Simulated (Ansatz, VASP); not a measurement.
**Lu in VASP and in Ansatz**

Contents of INCAR:

```
PREC = Accurate
ENCUT = 520
EDIFF = 1E-6
ISMEAR = -1
SIGMA = 0.05
LREAL = False
LASPH = True
NELM = 100
ALGO = Normal
ISIF = 2
LWAVE = False
LCHARG = False
GGA = PE
NBANDS = 32
```

Contents of KPOINTS:

```
Automatic mesh
0
Gamma
  9 9 5
```

The input POSCAR:

```
Lu
1.0
    3.5031000000      0.0000000000      0.0000000000
   -1.7515500000      3.0337735920      0.0000000000
    0.0000000000      0.0000000000      5.5509000000
Lu
2
Direct
    0.6666666667      0.3333333333      0.7500000000
    0.3333333333      0.6666666667      0.2500000000
```

File input.yaml:

```yaml
crystal:
  lattice:
    - [3.5031, 0.0, 0.0]
    - [-1.75155, 3.033773592, 0.0]
    - [0.0, 0.0, 5.5509]
  atoms:
    - { symbol: Lu, position: [0.6666666667, 0.3333333333, 0.75] }
    - { symbol: Lu, position: [0.3333333333, 0.6666666667, 0.25] }
hamiltonian:
  xc: pbe
  pseudopotentials: { kind: paw, azcp: { folder: soft_1 } }
kpoints:
  mp_grid: { grid: [9, 9, 5] }
scf:
  occupations: { method: fermi_dirac, width: 0.05 }
output:
  forces: true
  stress: true
  eigenvalues: true
  write_density: true
  write_potential: true
  elf: true
  volumetric_format: npy
```

Alike in both runs: task single point; functional PBE; k mesh 9 × 9 × 5; occupations fermi-dirac, width 0.05 eV; no spin polarisation.

|  | VASP | Ansatz |
| --- | --- | --- |
| version | VASP 6.6.1 | Ansatz 0.2.0 |
| potentials or method | VASP PAW PBE potentials, release 64 (Lu) | Ansatz PAW soft_1 |
| plane-wave cutoff (eV) | 520 | 420 |
| valence electrons in the cell | 50 | 50 |

|  | VASP | Ansatz | Ansatz less VASP |
| --- | --- | --- | --- |
| gap on the k mesh at the Fermi level (eV) | none | none | - |
| pressure (GPa) | -0.4 | -0.5 | -0.17 |
| traceless stress, the component that is largest in VASP (GPa) | -0.64 | -0.65 | -0.007 |

A gap of «none» marks a metal or a gap that the smearing closes. The functional is the same, so the differences come from potentials, cutoffs and numerics.

Neither program's run includes spin-orbit coupling.
